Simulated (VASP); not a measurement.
Input of a VASP 6.6.1 run:

Contents of INCAR:

```
  PREC = Accurate
  ENCUT = 600
  EDIFF = 1E-8
  ISMEAR = 0
  SIGMA = 0.01
  LREAL = F
  LASPH = T
  NELM = 60
  ALGO = Normal
  ISIF = 3
  LWAVE = F
  LCHARG = T
  IBRION = 6
  NFREE = 2
  POTIM = 0.015
  NSW = 1
```

File KPOINTS:

```
regular mesh
0
Gamma
  10 10 10
```

Contents of POSCAR:

```
SiC
1.0
    0.0000000000      2.1644887827      2.1644887827
    2.1644887827      0.0000000000      2.1644887827
    2.1644887827      2.1644887827      0.0000000000
Si C
1 1
Direct
    0.0000000000      0.0000000000      0.0000000000
    0.7500000000      0.7500000000      0.7500000000
```

Potentials or basis: VASP PAW LDA potentials, release 64 (Si, C).

The run is started by

```console
$ cat potpaw_LDA.64/Si/POTCAR potpaw_LDA.64/C/POTCAR > POTCAR
$ mpirun -np 1 vasp_std > vasp.out
```

(1) What does it give for the elastic constants C11, C12, C44?

(2) What does it give for the Voigt bulk modulus?

(3) Estimate the highest phonon frequency at Γ, LO-TO splitting left out.

## Answers

(1) 403, 142, 253 GPa.

(2) 229 GPa.

(3) 798 cm⁻¹.
